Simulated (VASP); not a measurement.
A run of VASP 6.6.1 is set up as follows.

INCAR

```
SYSTEM = Ge
PREC     = Accurate       ! precision mode
ENCUT    = 520            ! plane-wave cutoff, eV
EDIFF    = 1E-8           ! SCF threshold, eV
ISMEAR   = -1             ! smearing method
SIGMA    = 0.05           ! smearing width, eV
LREAL    = .False.        ! projectors in reciprocal space
LASPH    = .True.         ! aspherical terms in the spheres
NELM     = 100            ! most SCF steps
ALGO     = Normal         ! electronic algorithm
ISIF     = 2              ! what is computed and relaxed
LWAVE    = .False.        ! write WAVECAR
LCHARG   = .False.        ! write CHGCAR
GGA      = CA             ! functional
LEFG     = .True.       
NBANDS   = 21             ! bands
```

The input KPOINTS:

```
Automatic mesh
0
Gamma
  10 10 10
  0 0 0
```

POSCAR

```
Ge
1.0
    0.0000000000      2.8097843944      2.8097843944
    2.8097843944      0.0000000000      2.8097843944
    2.8097843944      2.8097843944      0.0000000000
Ge
2
Direct
    0.5000000000      0.5000000000      0.5000000000
    0.7500000000      0.7500000000      0.7500000000
```

Potentials or basis: VASP PAW LDA potentials, release 64 (Ge_d).

Run with:

```console
$ cat potpaw_LDA.64/Ge_d/POTCAR > POTCAR
$ mpirun -np 1 vasp_std > vasp.out
```

(1) Estimate the pressure.

(2) Estimate the band gap on the k mesh.

Answers

(1) 0.2 GPa.

(2) 0.04 eV, direct.

Caveat: without QUAD_EFG the Cq values of the log hold for a quadrupole moment of 1 mb, not for the nuclei.
